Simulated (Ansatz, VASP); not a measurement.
## Pd: VASP beside Ansatz

```
Pd
1.0
     0.00000    1.97371    1.97371
     1.97371    0.00000    1.97371
     1.97371    1.97371    0.00000
Pd
1
Direct
  0.00000 0.00000 0.00000
```

Alike in both runs: task single point; functional PBE; k mesh 14 × 14 × 14; occupations fermi-dirac, width 0.6 eV; collinear spin.

|  | VASP | Ansatz |
| --- | --- | --- |
| version | VASP 6.6.1 | Ansatz 0.2.0 |
| potentials or method | VASP PAW PBE potentials, release 64 (Pd), cutoff 520 eV | plane waves (420 eV) with PAW, scalar-relativistic |
| valence electrons in the cell | 10 | 18 |

Ansatz gave:

| Quantity | Value |
| --- | --- |
| pressure (GPa) | 5.2 |
| net moment per atom (μB) | 0.00 |

Problem. What did VASP give for the same quantities?

Solution. Pressure (GPa): 4.9; net moment per atom (μB): 0.00.

VASP's potentials hold 10 valence electrons a cell and Ansatz's 18, so a difference there can come from the potentials and not from the codes. Ansatz's warnings: seeded moment not kept.
